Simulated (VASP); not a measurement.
Set up this calculation in VASP 6.6.1, as the native input.

| Quantity | Value |
| --- | --- |
| Task | single point |
| Functional | LDA |
| Potentials or basis | VASP PAW LDA potentials, release 64 (Sr_sv, Mg, Bi_d) |
| Cutoff | 520 eV |
| k mesh | 9 × 9 × 6 |
| Occupations | gaussian, width 0.03 eV |
| Spin | no spin polarisation |
| Dipole correction | no |
| Further INCAR settings | ALGO = Normal; EDIFF = 1e-06; NBANDS = 30 |

The structure of SrMg2Bi2 lies in POSCAR:

```
SrMg2Bi2
1.0
    4.6786848044      0.0000000000      0.0000000000
   -2.3393424022      4.0518598969      0.0000000000
    0.0000000000      0.0000000000      8.5065834472
Sr Mg Bi
1 2 2
Direct
    0.0000000000      0.0000000000      0.0000000000
    0.6666666667      0.3333333333      0.3750441600
    0.3333333333      0.6666666667      0.6249558400
    0.6666666667      0.3333333333      0.7467348600
    0.3333333333      0.6666666667      0.2532651400
```

This cell differs from its parent crystal: ratio of the length along z to the lengths across it x 1.1, volume and fractional coordinates fixed.

One way to write it, as run:

INCAR

```
PREC = Accurate ; ENCUT = 520
EDIFF = 1E-6 ; ISMEAR = 0
SIGMA = 0.03 ; LREAL = False
LASPH = True ; NELM = 100
ALGO = Normal ; ISIF = 2
LWAVE = False ; LCHARG = False
NBANDS = 30
```

KPOINTS

```
regular mesh
0
Gamma
  9 9 6
```

Potentials or basis: VASP PAW LDA potentials, release 64 (Sr_sv, Mg, Bi_d).

The run is started by

```sh
$ cat potpaw_LDA.64/Sr_sv/POTCAR potpaw_LDA.64/Mg/POTCAR potpaw_LDA.64/Bi_d/POTCAR > POTCAR
$ mpirun -np 1 vasp_std > vasp.out
```

Results of the run:

The pressure is -2.1 GPa. The largest force is 0.198 eV/Å. The band gap on the k mesh is 0.08 eV, direct.

Caveat: spin-orbit coupling is left out, which moves the levels of the heavy elements.

It took 2.8 min on 1 thread of Intel(R) Xeon(R) Platinum 8488C (Sapphire Rapids) (shared host), peak memory 0.43 GiB.
